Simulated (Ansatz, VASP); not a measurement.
## Ge: VASP beside Ansatz

```
Ge
1.0
     0.00000    2.81091    2.88596
     2.81091    0.00000    2.88596
     2.81091    2.81091    0.00000
Ge
2
Direct
  0.50000 0.50000 0.50000
  0.75000 0.75000 0.75000
```

Change from the starting cell: engineering shear strain xy +0.0000, normal strain along z +0.0267.

Alike in both runs: task single point; functional LDA; k mesh 14 × 14 × 14; occupations gaussian, width 0.15 eV; no spin polarisation.

|  | VASP | Ansatz |
| --- | --- | --- |
| version | VASP 6.6.1 | Ansatz 0.2.0 |
| potentials or method | VASP PAW LDA potentials, release 64 (Ge_d), cutoff 520 eV | scalar-relativistic, plane waves, PAW |
| valence electrons in the cell | 28 | 28 |

Ansatz gave:

```
gap on the k mesh at the Fermi level (eV)                     : none
pressure (GPa)                                                : -1.7
traceless stress, the component that is largest in VASP (GPa) : -1.32
```

**Question.** What did VASP give for the same quantities?

**Answer.** gap on the k mesh at the Fermi level (eV): none; pressure (GPa): -1.6; traceless stress, the component that is largest in VASP (GPa): -1.32.

LDA's correlation is that of Perdew and Zunger in VASP and of Perdew and Wang (1992) in Ansatz. A gap of «none» marks a metal or a gap that the smearing closes.
